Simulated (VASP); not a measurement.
Input of a VASP 6.6.1 run:

File INCAR:

```
SYSTEM = Bi
  PREC = Accurate
  ENCUT = 520
  EDIFF = 1E-6
  ISMEAR = -1
  SIGMA = 0.05
  LREAL = .False.
  LASPH = .True.
  NELM = 80
  ALGO = Normal
  ISIF = 2
  LWAVE = .False.
  LCHARG = .False.
  GGA = PS
  NBANDS = 38
```

Contents of KPOINTS:

```
regular mesh
0
Gamma
  11 11 1
  0 0 0
```

Contents of POSCAR:

```
Bi
1.0
    3.4905818625      0.0000000000      0.0000000000
    0.0000000000      3.4905818625      0.0000000000
    0.0000000000      0.0000000000     23.4046000000
Bi
4
Direct
    0.2500000000      0.2500000000      0.3502293045
    0.7500000000      0.7500000000      0.4459164287
    0.2500000000      0.2500000000      0.5540835696
    0.7500000000      0.7500000000      0.6497706965
```

Potentials or basis: VASP PAW PBE potentials, release 64 (Bi_d).

Command:

```bash
$ cat potpaw_PBE.64/Bi_d/POTCAR > POTCAR
$ mpirun -np 1 vasp_std > vasp.out
```

(1) Estimate the band gap on the k mesh.

(2) Estimate the largest force.

Results:

(1) zero (band 30 reaches 2.57 eV, above the bottom of band 31 at 0.06 eV).

(2) 0.009 eV/Å.

Caveat: the PAW data sets were made with another functional, which shifts forces and pressure a little; spin-orbit coupling is left out, which moves the levels of the heavy elements.
